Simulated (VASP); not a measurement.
# Zr3O (P6_322) in VASP: notebook, part 2 of 2

VASP 6.6.1. The steps go on from the part before.

**4. Single point, PBEsol**

This run uses another cell than the first one, of the same volume but with other edges.

The input, INCAR:

```
SYSTEM = Zr3O
ALGO = Normal
EDIFF = 1E-7
ENCUT = 520
GGA = PS
ISIF = 2
ISMEAR = 0
LASPH = .TRUE.
LCHARG = .FALSE.
LREAL = .FALSE.
LWAVE = .FALSE.
NBANDS = 52
NELM = 100
PREC = Accurate
SIGMA = 0.15
```

The input, KPOINTS:

```
k-points
0
G
  9 9 8
  0 0 0
```

The input, POSCAR:

```
Zr3O
1.0
    5.3613299101      0.0000000000      0.0000000000
   -2.6806649551      4.6430479003      0.0000000000
    0.0000000000      0.0000000000      5.5934754953
Zr O
6 2
Direct
    0.3126109405      0.0000000000      0.0000000000
    0.3126109405      0.3126109405      0.5000000000
    0.0000000000      0.3126109405      0.0000000000
    0.6873890595      0.0000000000      0.5000000000
    0.6873890595      0.6873890595      0.0000000000
    0.0000000000      0.6873890595      0.5000000000
    0.3333333333      0.6666666667      0.2500000000
    0.6666666667      0.3333333333      0.7500000000
```

Potentials or basis: VASP PAW PBE potentials, release 64 (Zr_sv, O).

Started as:

```sh
$ cat potpaw_PBE.64/Zr_sv/POTCAR potpaw_PBE.64/O/POTCAR > POTCAR
$ mpirun -np 1 vasp_std > vasp.out
```

OUTCAR:

```text
SYSTEM = Zr3O
   EDIFF = 1E-7
   ENCUT = 520
   GGA = PS
   ISIF = 2
   ISMEAR = 0
   LASPH = .TRUE.
   LREAL = .FALSE.
   NELM = 100
   PREC = Accurate

 ion  position               nearest neighbor table
   1  0.313  0.000  0.000-   7 2.32   8 2.32   5 2.90   3 2.90   3 3.20   5 3.20   5 3.20   3 3.20
                             6 3.26   6 3.26   2 3.26   2 3.26   4 3.44   4 3.44
   2  0.313  0.313  0.500-   8 2.32   7 2.32   4 2.90   6 2.90   6 3.20   4 3.20   6 3.20   4 3.20
                             3 3.26   3 3.26   1 3.26   1 3.26   5 3.44   5 3.44
   3  0.000  0.313  0.000-   8 2.32   7 2.32   1 2.90   5 2.90   1 3.20   5 3.20   5 3.20   1 3.20
[... 1544 lines left out ...]
  Total        2.8725998      2.8725998     -8.2812447     -0.0000000      0.0000000      0.0000000
  in kB       33.0543230     33.0543230    -95.2903154     -0.0000000      0.0000000      0.0000000
  external PRESSURE =      -9.7272232 kB  Pullay stress =       0.0000000 kB

 VOLUME and BASIS-vectors are now :
 -----------------------------------------------------------------------------
  energy-cutoff  :      520.00
  volume of cell :      139.24
      direct lattice vectors                 reciprocal lattice vectors
     5.361329910  0.000000000  0.000000000     0.186520885  0.107687883  0.000000000
    -2.680664955  4.643047900  0.000000000     0.000000000  0.215375766  0.000000000
     0.000000000  0.000000000  5.593475495     0.000000000  0.000000000  0.178779723

 POSITION                                       TOTAL-FORCE (eV/Angst)
 -----------------------------------------------------------------------------------
      1.67601      0.00000      0.00000         2.443053     -0.000000      0.000000
      0.83801      1.45147      2.79674         1.221527      2.115746      0.000000
     -0.83801      1.45147      0.00000        -1.221527      2.115746      0.000000
      3.68532      0.00000      2.79674        -2.443053      0.000000     -0.000000
      1.84266      3.19158      0.00000        -1.221527     -2.115746      0.000000
     -1.84266      3.19158      2.79674         1.221527     -2.115746     -0.000000
     -0.00000      3.09537      1.39837        -0.000000      0.000000      0.000000
      2.68066      1.54768      4.19511        -0.000000      0.000000     -0.000000
 -----------------------------------------------------------------------------------
    total drift:                               -0.000001     -0.000001      0.000000

  FREE ENERGIE OF THE ION-ELECTRON SYSTEM (eV)
  ---------------------------------------------------
  free  energy   TOTEN  =       -75.2111089956 eV

  energy  without entropy=      -75.1613456470  energy(sigma->0) =      -75.18622732
```

OSZICAR:

```text
N       E                     dE             d eps       ncg     rms          rms(c)
DAV:   1     0.914428595424E+03    0.91443E+03   -0.45564E+04  6240   0.164E+03
DAV:   2     0.819878402212E+01   -0.90623E+03   -0.88506E+03  6988   0.493E+02
DAV:   3    -0.733996780602E+02   -0.81598E+02   -0.79749E+02  9556   0.117E+02
DAV:   4    -0.800108909555E+02   -0.66112E+01   -0.65640E+01  9424   0.287E+01
DAV:   5    -0.803640482436E+02   -0.35316E+00   -0.35293E+00  8444   0.534E+00    0.343E+01
DAV:   6    -0.756550207502E+02    0.47090E+01   -0.24536E+01  8404   0.203E+01    0.154E+01
DAV:   7    -0.752425549767E+02    0.41247E+00   -0.40102E+00  7516   0.771E+00    0.615E+00
DAV:   8    -0.752056837149E+02    0.36871E-01   -0.46681E-01  8400   0.303E+00    0.135E+00
DAV:   9    -0.752116229932E+02   -0.59393E-02   -0.69927E-02  8376   0.142E+00    0.352E-01
DAV:  10    -0.752112535663E+02    0.36943E-03   -0.99386E-03  8088   0.469E-01    0.758E-02
DAV:  11    -0.752111178416E+02    0.13572E-03   -0.69400E-04  7848   0.126E-01    0.320E-02
DAV:  12    -0.752111091897E+02    0.86519E-05   -0.51407E-05  8424   0.418E-02    0.804E-03
DAV:  13    -0.752111098528E+02   -0.66311E-06   -0.15095E-05  8640   0.153E-02    0.449E-03
DAV:  14    -0.752111091396E+02    0.71324E-06   -0.29587E-06  7568   0.644E-03    0.137E-03
DAV:  15    -0.752111089797E+02    0.15988E-06   -0.28371E-07  4560   0.194E-03    0.524E-04
DAV:  16    -0.752111089956E+02   -0.15913E-07   -0.33650E-08  3888   0.780E-04
   1 F= -.75211109E+02 E0= -.75186227E+02  d E =-.497633E-01
```

stdout:

```text
POSCAR found type information on POSCAR ZrO
 POSCAR found :  2 types and       8 ions
 scaLAPACK will be used
 -----------------------------------------------------------------------------
|                                                                             |
|                                                                             |
|     You enforced a specific xc type in the INCAR file but a different       |
|     I HOPE YOU KNOW WHAT YOU ARE DOING!                                     |
|                                                                             |
 -----------------------------------------------------------------------------

 LDA part: xc-table for (Slater+PW92), standard interpolation
 POSCAR, INCAR and KPOINTS ok, starting setup
 FFT: planning ... GRIDC
 FFT: planning ... GRID_SOFT
 FFT: planning ... GRID
 WAVECAR not read
 entering main loop
```

Wall time 15 min (1 thread of Intel Xeon 8259CL, shared host); peak memory 0.44 GiB.

Results:

| Item | Value |
| --- | --- |
| Free energy | -75.2111 eV |
| Pressure | -1.0 GPa |
| Largest force | 2.443 eV/Å |
| Band gap on the k mesh | zero (bands 42 and 43 overlap by 0.12 eV) |

Forces in eV/Å, atoms in the order of the input:
```
Zr   2.443  0.000  0.000
Zr   1.222  2.116  0.000
Zr  -1.222  2.116  0.000
Zr  -2.443  0.000  0.000
Zr  -1.222 -2.116  0.000
Zr   1.222 -2.116  0.000
O    0.000  0.000  0.000
O    0.000  0.000  0.000
```

Caveat: the stress differs along the axes, from -10 to 3 GPa; the PAW data sets were made with another functional, which shifts forces and pressure a little.

**5. The runs side by side**

| cell | gap on the mesh (eV) | pressure (GPa) | largest force (eV/Å) |
| --- | --- | --- | --- |
| a = 5.468, b = 5.468, c = 5.377 Å, angles 90.0, 90.0, 120.0°, 8 atoms, atomic positions A | none | 5.9 | 1.57 |
| a = 5.468, b = 5.468, c = 5.377 Å, angles 90.0, 90.0, 120.0°, 8 atoms, atomic positions B | none | 2.8 | 0.95 |
| a = 5.361, b = 5.361, c = 5.593 Å, angles 90.0, 90.0, 120.0°, 8 atoms, atomic positions C | none | -1.0 | 2.44 |

Alike in all rows: task single point; level PBEsol; potentials or basis VASP PAW PBE potentials, release 64 (Zr_sv, O); no spin polarisation; k mesh 9 × 9 × 8; cutoff (eV) 520; smearing gaussian 0.15 eV.

Caveats: the PAW data sets were made with another functional, which shifts forces and pressure a little; the stress differs along the axes, from 1 to 8 GPa (at least some runs); the stress differs along the axes, from -2 to 5 GPa (at least some runs); the stress differs along the axes, from -10 to 3 GPa (at least some runs).

Total energies depend on the potentials used, so only differences within one code and one set of settings carry meaning.
